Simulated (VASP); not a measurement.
# MgC2 (P6/mmm) in VASP: notebook, part 2 of 2

VASP 6.6.1. The steps go on from the part before.

### 5 Single point, PBE, collinear spin, ferromagnetic start

The input, INCAR:

```
SYSTEM = MgC2
  PREC = Accurate
  ENCUT = 520
  EDIFF = 1E-7
  ISMEAR = 0
  SIGMA = 0.1
  LREAL = .False.
  LASPH = .True.
  NELM = 150
  ALGO = Normal
  ISIF = 2
  LWAVE = .False.
  LCHARG = .False.
  ISPIN = 2
  MAGMOM = 0 1 1
  LORBIT = 11
  GGA = PE
  NBANDS = 16
```

The input, KPOINTS:

```
regular mesh
0
Gamma
  6 6 4
  0 0 0
```

The input, POSCAR:

```
MgC2
1.0
    3.0864490900      0.0000000000      0.0000000000
   -1.5432245500      2.6729433200      0.0000000000
    0.0000000000      0.0000000000      5.5852701000
Mg C
1 2
Direct
    0.0000000000      0.0000000000      0.5000000000
    0.0000000000      0.0000000000      0.1655322000
    0.0000000000      0.0000000000      0.8344678000
```

Potentials or basis: VASP PAW PBE potentials, release 64 (Mg, C).

The run is started by

```
$ cat potpaw_PBE.64/Mg/POTCAR potpaw_PBE.64/C/POTCAR > POTCAR
$ mpirun -np 1 vasp_std > vasp.out
```

OUTCAR:

```text
SYSTEM = MgC2
   PREC = Accurate
   ENCUT = 520
   EDIFF = 1E-7
   ISMEAR = 0
   LREAL = .False.
   LASPH = .True.
   NELM = 150
   ISIF = 2
   ISPIN = 2
   LORBIT = 11
   GGA = PE

 ion  position               nearest neighbor table
   1  0.000  0.000  0.500-   2 1.87   3 1.87
   2  0.000  0.000  0.166-   3 1.85   1 1.87
   3  0.000  0.000  0.834-   2 1.85   1 1.87

  LATTYP: Found a hexagonal cell.
 ALAT       =     3.0864490900
 C/A-ratio  =     1.8096103118

  Lattice vectors:

[... 1012 lines left out ...]

 VOLUME and BASIS-vectors are now :
 -----------------------------------------------------------------------------
  energy-cutoff  :      520.00
  volume of cell :       46.08
      direct lattice vectors                 reciprocal lattice vectors
     3.086449090  0.000000000  0.000000000     0.323996920  0.187059710  0.000000000
    -1.543224550  2.672943320  0.000000000     0.000000000  0.374119418  0.000000000
     0.000000000  0.000000000  5.585270100     0.000000000  0.000000000  0.179042371

 POSITION                                       TOTAL-FORCE (eV/Angst)
 -----------------------------------------------------------------------------------
      0.00000      0.00000      2.79264         0.000000      0.000000      0.000000
      0.00000      0.00000      0.92454         0.000000      0.000000     -8.293214
      0.00000      0.00000      4.66073        -0.000000     -0.000000      8.293214
 -----------------------------------------------------------------------------------
    total drift:                                0.000000      0.000000     -0.000000

  FREE ENERGIE OF THE ION-ELECTRON SYSTEM (eV)
  ---------------------------------------------------
  free  energy   TOTEN  =       -10.8279145314 eV

  energy  without entropy=      -10.8200874697  energy(sigma->0) =      -10.82400100

 total charge

# of ion       s       p       d       tot
------------------------------------------
    1        0.226   0.241   0.065   0.532
    2        0.975   1.137   0.000   2.112
    3        0.975   1.137   0.000   2.112
--------------------------------------------------
tot          2.176   2.516   0.065   4.757

 magnetization (x)

# of ion       s       p       d       tot
------------------------------------------
    1        0.000  -0.000  -0.000  -0.000
    2       -0.000  -0.000   0.000  -0.000
    3       -0.000  -0.000   0.000  -0.000
--------------------------------------------------
tot         -0.000  -0.000  -0.000  -0.000
```

OSZICAR:

```text
N       E                     dE             d eps       ncg     rms          rms(c)
DAV:   1     0.137207947362E+02    0.13721E+02   -0.38603E+03  1344   0.507E+02
DAV:   2    -0.102067176207E+02   -0.23928E+02   -0.22498E+02  1832   0.898E+01
DAV:   3    -0.113829906267E+02   -0.11763E+01   -0.11605E+01  1680   0.167E+01
DAV:   4    -0.113896803642E+02   -0.66897E-02   -0.66889E-02  1688   0.160E+00
DAV:   5    -0.113897257385E+02   -0.45374E-04   -0.45374E-04  1736   0.126E-01    0.533E+00
DAV:   6    -0.108089326207E+02    0.58079E+00   -0.16088E+00  1568   0.457E+00    0.254E+00
DAV:   7    -0.107832175581E+02    0.25715E-01   -0.16421E-01  1424   0.230E+00    0.151E+00
DAV:   8    -0.108119314306E+02   -0.28714E-01   -0.69602E-02  1728   0.133E+00    0.647E-01
DAV:   9    -0.108260278680E+02   -0.14096E-01   -0.33338E-02  1640   0.949E-01    0.234E-01
DAV:  10    -0.108277761536E+02   -0.17483E-02   -0.24237E-03  1520   0.278E-01    0.939E-02
DAV:  11    -0.108278889193E+02   -0.11277E-03   -0.34451E-04  1672   0.853E-02    0.392E-02
DAV:  12    -0.108279094792E+02   -0.20560E-04   -0.12181E-04  1624   0.488E-02    0.125E-02
DAV:  13    -0.108279134435E+02   -0.39643E-05   -0.87647E-06  1696   0.176E-02    0.525E-03
DAV:  14    -0.108279142975E+02   -0.85398E-06   -0.18389E-06  1584   0.522E-03    0.243E-03
DAV:  15    -0.108279144879E+02   -0.19042E-06   -0.45405E-07  1592   0.246E-03    0.791E-04
DAV:  16    -0.108279145314E+02   -0.43534E-07   -0.30350E-08   848   0.994E-04
   1 F= -.10827915E+02 E0= -.10824001E+02  d E =-.782706E-02  mag=    -0.0000
```

stdout:

```text
POSCAR found type information on POSCAR MgC
 POSCAR found :  2 types and       3 ions
 scaLAPACK will be used
 LDA part: xc-table for (Slater+PW92), standard interpolation
 POSCAR, INCAR and KPOINTS ok, starting setup
 FFT: planning ... GRIDC
 FFT: planning ... GRID_SOFT
 FFT: planning ... GRID
 WAVECAR not read
 entering main loop
```

Run time: 25 s. Hardware: 1 thread of Intel Xeon 6975P-C, shared host; peak memory 0.19 GiB.

Results:

- Free energy: -10.8279 eV
- Pressure: -3.3 GPa
- Largest force: 8.293 eV/Å
- Band gap on the k mesh: zero (filled and empty bands overlap)
- Net moment: 0.00 μB per cell
- Valence electrons inside the program's atomic spheres: Mg 0.53; C 2.11

Forces in eV/Å, atoms in the order of the input:
```
Mg   0.000  0.000  0.000
C    0.000  0.000 -8.293
C    0.000  0.000  8.293
```

Levels at points of the mesh, in eV from the Fermi level:
Spin up:
```tsv
k point	band 1	band 2	band 3	band 4	band 5	band 6	band 7	band 8	band 9	band 10
(0.00, 0.00, 0.00)	-11.87	-8.34	-5.28	1.29	1.29	1.87	3.28	3.28	5.12	10.30
(0.50, 0.00, 0.00)	-10.26	-6.75	-3.56	-3.21	-0.65	0.34	2.50	2.50	5.15	6.09
(0.00, 0.00, 0.50)	-11.61	-9.32	-3.27	-0.55	1.29	1.29	3.27	3.27	6.39	9.67
(0.50, 0.00, 0.50)	-10.11	-7.33	-3.08	-2.24	-1.91	0.39	2.38	3.59	4.40	6.92
```
Spin down:
| k point | band 3 | band 4 | band 5 | band 6 | band 7 | band 8 |
| --- | --- | --- | --- | --- | --- | --- |
| (0.00, 0.00, 0.00) | -5.28 | 1.29 | 1.29 | 1.87 | 3.28 | 3.28 |
| (0.50, 0.00, 0.00) | -3.56 | -3.21 | -0.65 | 0.34 | 2.50 | 2.50 |
| (0.00, 0.00, 0.50) | -3.27 | -0.55 | 1.29 | 1.29 | 3.27 | 3.27 |
| (0.50, 0.00, 0.50) | -3.08 | -2.24 | -1.91 | 0.39 | 2.38 | 3.58 |

Caveat: the k points lie up to 0.39 Å⁻¹ apart; forces of over 1 eV/Å act on the atoms, so gaps and moduli don't describe the material at rest.

### 6 Single point, PBE

This run uses another cell than the first one, of 69.48 Å³/atom, 4.524 times its volume.

The input, INCAR:

```
SYSTEM = MgC2
PREC = Accurate ; ENCUT = 520
EDIFF = 1E-6 ; ISMEAR = 0
SIGMA = 0.02 ; LREAL = .False.
LASPH = .True. ; NELM = 60
ALGO = Normal ; ISIF = 2
LWAVE = .False. ; LCHARG = .False.
GGA = PE ; NBANDS = 12
```

The input, KPOINTS:

```
Automatic mesh
0
Gamma
  6 6 4
  0 0 0
```

The input, POSCAR:

```
MgC2
1.0
    6.7524617729      0.0000000000      0.0000000000
   -3.3762308865      5.8478034334      0.0000000000
    0.0000000000      0.0000000000      5.2789492679
Mg C
1 2
Direct
    0.0000000000      0.0000000000      0.5000000000
    0.0000000000      0.0000000000      0.1174477502
    0.0000000000      0.0000000000      0.8825522498
```

Potentials or basis: VASP PAW PBE potentials, release 64 (Mg, C).

The run is started by

```
$ cat potpaw_PBE.64/Mg/POTCAR potpaw_PBE.64/C/POTCAR > POTCAR
$ mpirun -np 1 vasp_std > vasp.out
```

It took 49 s on 1 thread of Intel Xeon 6975P-C, shared host; peak memory 0.3 GiB.

Results (log left out):

| Property | Result |
| --- | --- |
| Free energy | -16.9342 eV |
| Pressure | 0.1 GPa |
| Largest force | 0.107 eV/Å |
| Band gap on the k mesh | 3.98 eV, indirect (least direct gap 3.99 eV) |

Forces in eV/Å, atoms in the order of the input:
```
Mg   0.000  0.000  0.000
C    0.000  0.000  0.107
C    0.000  0.000 -0.107
```

Levels at points of the mesh, in eV from the valence-band top:
| k point | band 2 | band 3 | band 4 | band 5 | band 6 | band 7 | band 8 | band 9 |
| --- | --- | --- | --- | --- | --- | --- | --- | --- |
| (0.00, 0.00, 0.00) | -3.11 | -1.87 | -0.13 | -0.13 | 4.38 | 6.22 | 6.22 | 6.68 |
| (0.50, 0.00, 0.00) | -3.11 | -1.85 | -0.18 | -0.14 | 5.07 | 5.32 | 6.11 | 6.19 |
| (0.00, 0.00, 0.50) | -3.91 | -0.70 | 0.00 | 0.00 | 4.47 | 4.47 | 4.47 | 6.27 |
| (0.50, 0.00, 0.50) | -3.90 | -0.69 | -0.03 | -0.01 | 3.98 | 4.37 | 5.07 | 7.28 |

A k mesh can miss the band edges. Expect the measured gap to be larger: semilocal functionals such as PBE lack the derivative discontinuity.

### 7 Overview

| task | spin | cell | cutoff (eV) | smearing | gap on the mesh (eV) | pressure (GPa) | largest force (eV/Å) |
| --- | --- | --- | --- | --- | --- | --- | --- |
| single point | off | a = 3.086, b = 3.086, c = 5.585 Å, angles 90.0, 90.0, 120.0°, 3 atoms | 520 | gaussian 0.1 eV | none | -3.3 | 8.29 |
| single point | off | a = 5.520, b = 5.520, c = 5.272 Å, angles 90.0, 90.0, 120.0°, 3 atoms | 520 | gaussian 0.1 eV | 3.48 | 0.2 | 0.09 |
| relaxation of cell and atoms | off | relaxed from a = 3.086, b = 3.086, c = 5.585 Å, angles 90.0, 90.0, 120.0°, 3 atoms | 600 | gaussian 0.1 eV | 2.04 | 0.0 | 0.03 |
| single point | collinear, ferromagnetic start | a = 3.086, b = 3.086, c = 5.585 Å, angles 90.0, 90.0, 120.0°, 3 atoms | 520 | gaussian 0.1 eV | none | -3.3 | 8.29 |
| single point | off | a = 6.752, b = 6.752, c = 5.279 Å, angles 90.0, 90.0, 120.0°, 3 atoms | 520 | gaussian 0.02 eV | 3.98 | 0.1 | 0.11 |

Alike in all rows: level PBE; potentials or basis VASP PAW PBE potentials, release 64 (Mg, C); k mesh 6 × 6 × 4.

Caveats: some runs use coarse meshes; forces of over 1 eV/Å act on the atoms, so gaps and moduli don't describe the material at rest (some runs); the volume moved by over 15 % at a fixed basis, so the end points are rough (some runs).

Total energies depend on the potentials used, so only differences within one code and one set of settings carry meaning.
